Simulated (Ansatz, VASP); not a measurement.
## One calculation of AlN, two programs

File INCAR:

```
PREC = Accurate
ENCUT = 520
EDIFF = 1E-6
ISMEAR = -1
SIGMA = 0.05
LREAL = F
LASPH = T
NELM = 60
ALGO = Normal
ISIF = 2
LWAVE = F
LCHARG = F
GGA = PE
NBANDS = 11
```

Contents of KPOINTS:

```
Automatic mesh
0
Gamma
  10 10 10
```

File POSCAR:

```
AlN
1.0
    0.0000000000      2.1544765148      2.1544765148
    2.1544765148      0.0000000000      2.1544765148
    2.1544765148      2.1544765148      0.0000000000
Al N
1 1
Direct
    0.0000000000      0.0000000000      0.0000000000
    0.2500000000      0.2500000000      0.2500000000
```

input.yaml

```yaml
crystal:
  lattice:
    - [0.0, 2.1544765148, 2.1544765148]
    - [2.1544765148, 0.0, 2.1544765148]
    - [2.1544765148, 2.1544765148, 0.0]
  atoms:
    - { symbol: Al, position: [0.0, 0.0, 0.0] }
    - { symbol: "N", position: [0.25, 0.25, 0.25] }
kpoints:
  mp_grid: { grid: [10, 10, 10] }
scf:
  occupations: { method: fermi_dirac, width: 0.05 }
hamiltonian:
  xc: pbe
  pseudopotentials: { kind: all_electron, lapw: { basis_error: 0.0005 } }
output:
  forces: true
  stress: true
  eigenvalues: true
```

Change from the starting cell: volume scaled by 0.96.

Alike in both runs: task single point; functional PBE; k mesh 10 × 10 × 10; occupations fermi-dirac, width 0.05 eV; no spin polarisation.

```csv
,VASP,Ansatz
version,VASP 6.6.1,Ansatz 0.2.0
potentials or method,"VASP PAW PBE potentials, release 64 (Al, N), cutoff 520 eV","all-electron LAPW, scalar-relativistic"
```

|  | VASP | Ansatz | Ansatz less VASP |
| --- | --- | --- | --- |
| gap on the k mesh at the Fermi level (eV) | 3.34 | 3.34 | 0.000 |
| least direct gap on the mesh (eV) | 4.56 | 4.56 | -0.005 |
| pressure (GPa) | 13.9 | 14.1 | +0.13 |

Ansatz ran all-electron here, and VASP with PAW potentials.
